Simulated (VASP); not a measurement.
# MoW2: single point with PBE

MoW2:

```
Mo W
1.0
     6.44488    0.00000    0.00000
     0.00000    6.44488    0.00000
     0.00000    0.00000    2.90652
Mo W
2 4
Direct
  0.00000 0.00000 0.00000
  0.50000 0.50000 0.50000
  0.26748 0.26748 0.00000
  0.23252 0.76748 0.50000
  0.73252 0.73252 0.00000
  0.76748 0.23252 0.50000
```

* Program: VASP 6.6.1
* Task: single point
* Functional: PBE
* Potentials or basis: VASP PAW PBE potentials, release 64 (Mo_sv, W_sv)
* Cutoff: 520 eV
* k mesh: 6 × 6 × 10
* Occupations: gaussian, width 0.1 eV
* Spin: no spin polarisation

```yaml
Pressure: 0.6 GPa
Largest_force: 0.022 eV/Å
Band_gap_on_the_k_mesh: zero (bands 42 and 43 overlap by 1.16 eV)
```

Forces in eV/Å, atoms in the order of the input:
```
Mo   0.000  0.000  0.000
Mo   0.000  0.000  0.000
W    0.016  0.016  0.000
W   -0.016  0.016  0.000
W   -0.016 -0.016  0.000
W    0.016 -0.016  0.000
```

Stress tensor (GPa, compression positive):
```
0.69 0.00 0.00
0.00 0.69 0.00
0.00 0.00 0.42
```

Levels at points of the mesh, in eV from the Fermi level:
| k point | band 40 | band 41 | band 42 | band 43 | band 44 | band 45 |
| --- | --- | --- | --- | --- | --- | --- |
| (0.00, 0.00, 0.00) | -0.10 | -0.10 | 0.75 | 0.75 | 0.76 | 1.09 |
| (0.50, 0.00, 0.00) | -1.20 | -0.58 | -0.58 | 0.49 | 0.49 | 0.76 |
| (0.50, 0.50, 0.00) | -1.53 | -0.20 | -0.20 | -0.06 | -0.06 | 0.42 |
| (0.00, 0.00, 0.50) | -0.95 | -0.89 | -0.89 | 0.75 | 0.75 | 1.29 |
| (0.50, 0.00, 0.50) | -0.81 | 0.02 | 0.02 | 0.03 | 0.03 | 1.33 |
| (0.50, 0.50, 0.50) | 0.05 | 0.84 | 0.84 | 1.04 | 1.04 | 1.20 |

Wall time 3.1 min on 1 thread of Intel(R) Xeon(R) 6975P-C (Granite Rapids), with other jobs on the host, peak memory 0.42 GiB.

Caveat: spin-orbit coupling is left out, which moves the levels of the heavy elements.
